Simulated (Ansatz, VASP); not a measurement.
## Ta: VASP beside Ansatz

```
Ta
1.0
     4.63536    0.00000    0.00000
    -2.31768    4.01434    0.00000
     0.00000    0.00000    2.60057
Ta
3
Direct
  0.00000 0.00000 0.00000
  0.33333 0.66667 0.50000
  0.66667 0.33333 0.50000
```

Alike in both runs: task single point; functional LDA; k mesh 9 × 9 × 13; occupations fermi-dirac, width 0.1 eV; no spin polarisation.

```csv
,VASP,Ansatz
version,VASP 6.6.1,Ansatz 0.2.0
potentials or method,"VASP PAW LDA potentials, release 64 (Ta_pv), cutoff 520 eV","plane waves (420 eV) with PAW, scalar-relativistic"
valence electrons in the cell,33,39
```

```csv
,VASP,Ansatz,Ansatz less VASP
pressure (GPa),21.4,20.3,-1.16
"traceless stress, the component that is largest in VASP (GPa)",1.19,1.10,-0.094
```

Ansatz warns that its potentials were made for another functional, while VASP's fit it. LDA's correlation is that of Perdew and Zunger in VASP and of Perdew and Wang (1992) in Ansatz. VASP's potentials hold 33 valence electrons a cell and Ansatz's 39, so a difference there can come from the potentials and not from the codes.

Spin-orbit coupling is off throughout.
